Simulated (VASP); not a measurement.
# MgZn2TeS2 (P4/mmm) in VASP: notebook, part 2 of 2

VASP 6.6.1. Earlier steps stand in the parts before.

## 5. Relaxation of cell and atoms, PBE

Contents of INCAR:

```
SYSTEM = MgZn2TeS2
  PREC = Accurate
  ENCUT = 600
  EDIFF = 1E-7
  ISMEAR = 0
  SIGMA = 0.1
  LREAL = .False.
  LASPH = .True.
  NELM = 80
  ALGO = Normal
  ISIF = 3
  LWAVE = .False.
  LCHARG = .False.
  GGA = PE
  IBRION = 2
  NSW = 90
  EDIFFG = -0.04
```

Contents of KPOINTS:

```
Automatic mesh
0
Gamma
  4 4 2
  0 0 0
```

Contents of POSCAR:

```
MgZn2TeS2
1.0
    4.0254184100      0.0000000000      0.0000000000
    0.0000000000      4.0254184100      0.0000000000
    0.0000000000      0.0000000000      7.8773665000
Mg Zn Te S
1 2 1 2
Direct
    0.0000000000      0.0000000000      0.5000000000
    0.0000000000      0.5000000000      0.5000000000
    0.5000000000      0.0000000000      0.5000000000
    0.0000000000      0.0000000000      0.0000000000
    0.5000000000      0.5000000000      0.7212759900
    0.5000000000      0.5000000000      0.2787240100
```

The run is started by

```bash
> cat potpaw_PBE.64/Mg/POTCAR potpaw_PBE.64/Zn/POTCAR potpaw_PBE.64/Te/POTCAR potpaw_PBE.64/S/POTCAR > POTCAR
> mpirun -np 1 vasp_std > vasp.out
```

It took 5.5 min on 1 thread of AMD EPYC 9R45 (Zen 5), shared host; peak memory 0.26 GiB.

Results (log left out):

```yaml
Free_energy: -13.2040 eV
Relaxed_volume: 25.91 Å³/atom
Relaxed_cell: a = 5.331 Å, b = 5.331 Å, c = 5.470 Å, α = 90.00°, β = 90.00°, γ = 90.00°
Space_group_after_relaxing_to_0.1_Å: P4/mmm (No. 123)
Energy_gained_by_relaxing: 1004.8 meV/atom
Ionic_steps: 18
Pressure_after_relaxing: 0.1 GPa
Largest_force_after_relaxing: 0.004 eV/Å
Band_gap_on_the_k_mesh: zero (bands 22 and 23 overlap by 0.86 eV)
```

Forces on the atoms (eV/Å):
```
Mg   0.000  0.000  0.000
Zn   0.000  0.000  0.000
Zn   0.000  0.000  0.000
Te   0.000  0.000  0.000
S    0.000  0.000 -0.004
S    0.000  0.000  0.004
```

Stress tensor (GPa, compression positive):
```
0.01 0.00 0.00
0.00 0.01 0.00
0.00 0.00 0.14
```

The path:
```
step  energy change (eV)  largest force (eV/Å)  pressure (GPa)  volume (Å³)
   1              0.0000                0.2042           15.30       127.64
   2             -2.6825                0.4755           -1.23       167.47
   3             -2.6906                0.4853           -1.93       171.91
   4             -2.6914                0.4817           -1.74       170.64
   5             -2.8812                0.2052           -1.18       164.66
   6             -3.8498                0.6643            1.25       146.26
   7             -1.1254               13.5422           36.63       107.46
   8             -4.2269                0.3663            1.76       140.73
   9             -4.9741                0.8002            9.71       124.34
  10             -4.9568                0.3581           11.20       122.46
  11             -5.4029                0.5376            7.43       129.05
  12             -5.9434                0.8984            1.00       146.78
  13             -5.9798                1.0038           -0.24       152.27
  14             -5.9824                1.0418           -0.62       154.22
  15             -6.0233                0.3475           -0.01       154.20
  16             -6.0266                0.0575            0.25       154.18
  17             -6.0277                0.0401            0.18       154.61
  18             -6.0289                0.0041            0.05       155.48
```

Final structure:
```
CELL_PARAMETERS angstrom
5.33127 0.00000 0.00000
0.00000 5.33127 0.00000
0.00000 0.00000 5.47041
ATOMIC_POSITIONS crystal
Mg 0.00000 0.00000 0.50000
Zn 0.00000 0.50000 0.50000
Zn 0.50000 0.00000 0.50000
Te 0.00000 0.00000 0.00000
S 0.50000 0.50000 0.68970
S 0.50000 0.50000 0.31030
```

Levels at points of the mesh, in eV from the Fermi level:
| k point | band 20 | band 21 | band 22 | band 23 | band 24 | band 25 |
| --- | --- | --- | --- | --- | --- | --- |
| (0.00, 0.00, 0.00) | -0.93 | -0.93 | -0.16 | -0.16 | 2.64 | 2.64 |
| (0.50, 0.00, 0.00) | -0.38 | -0.32 | -0.12 | 0.18 | 2.04 | 2.33 |
| (0.50, 0.50, 0.00) | -0.91 | -0.86 | -0.86 | 1.07 | 1.07 | 3.14 |
| (0.00, 0.00, 0.50) | -1.37 | -0.24 | 0.23 | 0.23 | 1.60 | 1.60 |
| (0.50, 0.00, 0.50) | -1.20 | -0.82 | -0.56 | 0.76 | 1.32 | 2.23 |
| (0.50, 0.50, 0.50) | 0.34 | 0.34 | 0.70 | 0.70 | 1.78 | 2.19 |

Caveat: the k points lie up to 0.57 Å⁻¹ apart in the final cell, too coarse for converged energies and pressures of a metal; the volume moved by over 15 % at a fixed basis, so the end points are rough; spin-orbit coupling is left out, which moves the levels of the heavy elements.

## 6. Single point, PBE

This run uses another cell than the first one, of 25.74 Å³/atom.

Contents of INCAR:

```
SYSTEM = MgZn2TeS2
ALGO = Normal ; EDIFF = 1E-7
ENCUT = 520 ; GGA = PE
ISIF = 2 ; ISMEAR = 0
LASPH = .TRUE. ; LCHARG = .TRUE.
LELF = .TRUE. ; LREAL = .FALSE.
LVHAR = .TRUE. ; LWAVE = .FALSE.
NBANDS = 31 ; NELM = 100
PREC = Accurate ; SIGMA = 0.1
```

Contents of KPOINTS:

```
k-points
0
G
  8 8 8
  0 0 0
```

Contents of POSCAR:

```
MgZn2TeS2
1.0
    5.4687335601      0.0000000000      0.0000000000
    0.0000000000      5.4687335601      0.0000000000
    0.0000000000      0.0000000000      5.1641857143
Mg Zn Te S
1 2 1 2
Direct
    0.0000000000      0.0000000000      0.5000000000
    0.0000000000      0.5000000000      0.5000000000
    0.5000000000      0.0000000000      0.5000000000
    0.0000000000      0.0000000000      0.0000000000
    0.5000000000      0.5000000000      0.8085926629
    0.5000000000      0.5000000000      0.1914073371
```

Potentials or basis: VASP PAW PBE potentials, release 64 (Mg, Zn, Te, S).

The run is started by

```bash
> cat potpaw_PBE.64/Mg/POTCAR potpaw_PBE.64/Zn/POTCAR potpaw_PBE.64/Te/POTCAR potpaw_PBE.64/S/POTCAR > POTCAR
> mpirun -np 1 vasp_std > vasp.out
```

It took 2.9 min on 1 thread of AMD EPYC 9R45 (Zen 5), shared host; peak memory 0.48 GiB.

The run converged. Its results:

```yaml
Free_energy: -13.6740 eV
Pressure: -0.1 GPa
Largest_force: 0.165 eV/Å
Band_gap_on_the_k_mesh: zero (bands 22 and 23 overlap by 1.84 eV)
```

Forces on the atoms (eV/Å):
```
Mg   0.000  0.000  0.000
Zn   0.000  0.000  0.000
Zn   0.000  0.000  0.000
Te   0.000  0.000  0.000
S    0.000  0.000  0.165
S    0.000  0.000 -0.165
```

Stress tensor (GPa, compression positive):
```
-0.03  0.00  0.00
 0.00 -0.03  0.00
 0.00  0.00 -0.36
```

Levels at points of the mesh, in eV from the Fermi level:
| k point | band 19 | band 20 | band 21 | band 22 | band 23 | band 24 | band 25 | band 26 |
| --- | --- | --- | --- | --- | --- | --- | --- | --- |
| (0.00, 0.00, 0.00) | -1.49 | -1.06 | -1.06 | -0.02 | -0.02 | 2.26 | 2.26 | 3.57 |
| (0.50, 0.00, 0.00) | -1.65 | -1.64 | -0.14 | 0.01 | 0.51 | 1.61 | 2.87 | 3.39 |
| (0.50, 0.50, 0.00) | -1.36 | -1.06 | -0.57 | -0.57 | 0.23 | 0.23 | 3.39 | 4.69 |
| (0.00, 0.00, 0.50) | -1.71 | -1.20 | -0.53 | -0.53 | -0.51 | 1.59 | 1.59 | 2.72 |
| (0.50, 0.00, 0.50) | -1.75 | -1.58 | -1.35 | -0.96 | 0.82 | 1.43 | 2.18 | 3.40 |
| (0.50, 0.50, 0.50) | -3.48 | -0.60 | -0.60 | 1.14 | 1.14 | 1.37 | 2.39 | 4.63 |

Caveat: spin-orbit coupling is left out, which moves the levels of the heavy elements.

## 7. Relaxation of cell and atoms, PBE

This run uses another cell than the first one, of 26.04 Å³/atom.

Contents of INCAR:

```
PREC = Accurate
ENCUT = 600
EDIFF = 1E-6
ISMEAR = 0
SIGMA = 0.1
LREAL = F
LASPH = T
NELM = 80
ALGO = Normal
ISIF = 3
LWAVE = F
LCHARG = F
GGA = PE
IBRION = 2
NSW = 90
EDIFFG = -0.04
```

Contents of KPOINTS:

```
regular mesh
0
Gamma
  4 4 4
```

Contents of POSCAR:

```
MgZn2TeS2
1.0
    5.4528356344      0.0000000000      0.0000000000
    0.0000000000      5.4528356344      0.0000000000
    0.0000000000      0.0000000000      5.2550906471
Mg Zn Te S
1 2 1 2
Direct
    0.0000000000      0.0000000000      0.5000000000
    0.0000000000      0.5000000000      0.5000000000
    0.5000000000      0.0000000000      0.5000000000
    0.0000000000      0.0000000000      0.0000000000
    0.5000000000      0.5000000000      0.8130619859
    0.5000000000      0.5000000000      0.1869380141
```

The run is started by

```bash
> cat potpaw_PBE.64/Mg/POTCAR potpaw_PBE.64/Zn/POTCAR potpaw_PBE.64/Te/POTCAR potpaw_PBE.64/S/POTCAR > POTCAR
> mpirun -np 1 vasp_std > vasp.out
```

Wall time 2.4 min (1 thread of AMD EPYC 9R45 (Zen 5), shared host); peak memory 0.35 GiB.

It converged, with:

| Property | Result |
| --- | --- |
| Free energy | -13.6220 eV |
| Relaxed volume | 25.82 Å³/atom |
| Relaxed cell | a = 5.486 Å, b = 5.486 Å, c = 5.148 Å, α = 90.00°, β = 90.00°, γ = 90.00° |
| Space group after relaxing (to 0.1 Å) | P4/mmm (No. 123) |
| Energy gained by relaxing | 4.4 meV/atom |
| Ionic steps | 5 |
| Pressure after relaxing | 0.1 GPa |
| Largest force after relaxing | 0.010 eV/Å |
| Band gap on the k mesh | zero (bands 22 and 23 overlap by 1.83 eV) |

Forces in eV/Å, atoms in the order of the input:
```
Mg   0.000  0.000  0.000
Zn   0.000  0.000  0.000
Zn   0.000  0.000  0.000
Te   0.000  0.000  0.000
S    0.000  0.000 -0.010
S    0.000  0.000  0.010
```

The path:
```
step  energy change (eV)  largest force (eV/Å)  pressure (GPa)  volume (Å³)
   1              0.0000                0.0959           -0.43       156.25
   2             -0.0174                0.5604            0.43       154.66
   3             -0.0177                0.5038            0.33       154.85
   4             -0.0258                0.1208           -0.01       154.93
   5             -0.0264                0.0100            0.10       154.92
```

Final structure:
```
Mg Zn Te S
1.0
     5.48572    0.00000    0.00000
     0.00000    5.48572    0.00000
     0.00000    0.00000    5.14791
Mg Zn Te S
1 2 1 2
Direct
  0.00000 0.00000 0.50000
  0.00000 0.50000 0.50000
  0.50000 0.00000 0.50000
  0.00000 0.00000 0.00000
  0.50000 0.50000 0.80882
  0.50000 0.50000 0.19118
```

Levels at points of the mesh, in eV from the Fermi level:
| k point | band 19 | band 20 | band 21 | band 22 | band 23 | band 24 | band 25 | band 26 |
| --- | --- | --- | --- | --- | --- | --- | --- | --- |
| (0.00, 0.00, 0.00) | -1.55 | -1.14 | -1.14 | -0.04 | -0.04 | 2.23 | 2.23 | 3.47 |
| (0.50, 0.00, 0.00) | -1.72 | -1.70 | -0.17 | -0.01 | 0.47 | 1.53 | 2.83 | 3.36 |
| (0.50, 0.50, 0.00) | -1.45 | -1.10 | -0.58 | -0.58 | 0.20 | 0.20 | 3.32 | 4.64 |
| (0.00, 0.00, 0.50) | -1.74 | -1.26 | -0.59 | -0.59 | -0.57 | 1.51 | 1.51 | 2.67 |
| (0.50, 0.00, 0.50) | -1.82 | -1.62 | -1.38 | -1.02 | 0.75 | 1.38 | 2.19 | 3.34 |
| (0.50, 0.50, 0.50) | -3.52 | -0.68 | -0.68 | 1.09 | 1.09 | 1.39 | 2.34 | 4.57 |

Caveat: spin-orbit coupling is left out, which moves the levels of the heavy elements.

## 8. Summary

```tsv
task	cell	k mesh	cutoff (eV)	gap on the mesh (eV)	pressure (GPa)	relaxed volume (Å³/atom)	largest force (eV/Å)
single point	a = 4.025, b = 4.025, c = 7.877 Å, 6 atoms, atomic positions A	4 × 4 × 2	520	none	15.3	-	0.20
single point	a = 5.453, b = 5.453, c = 5.255 Å, 6 atoms, atomic positions B	4 × 4 × 2	520	none	-0.2	-	0.20
single point	a = 5.492, b = 5.492, c = 5.151 Å, 6 atoms, atomic positions C	4 × 4 × 4	520	none	-0.1	-	0.17
relaxation of cell and atoms	relaxed from a = 4.025, b = 4.025, c = 7.877 Å, 6 atoms, atomic positions A	4 × 4 × 2	600	none	0.1	25.91	-
single point	a = 5.469, b = 5.469, c = 5.164 Å, 6 atoms, atomic positions D	8 × 8 × 8	520	none	-0.1	-	0.17
relaxation of cell and atoms	relaxed from a = 5.453, b = 5.453, c = 5.255 Å, 6 atoms, atomic positions B	4 × 4 × 4	600	none	0.1	25.82	0.01
```

Alike in all rows: level PBE; potentials or basis VASP PAW PBE potentials, release 64 (Mg, Zn, Te, S); no spin polarisation; smearing gaussian 0.1 eV.

Caveats: some runs use coarse meshes; spin-orbit coupling is left out, which moves the levels of the heavy elements; the volume moved by over 15 % at a fixed basis, so the end points are rough (at least some runs).

Total energies depend on the potentials used, so only differences within one code and one set of settings carry meaning.
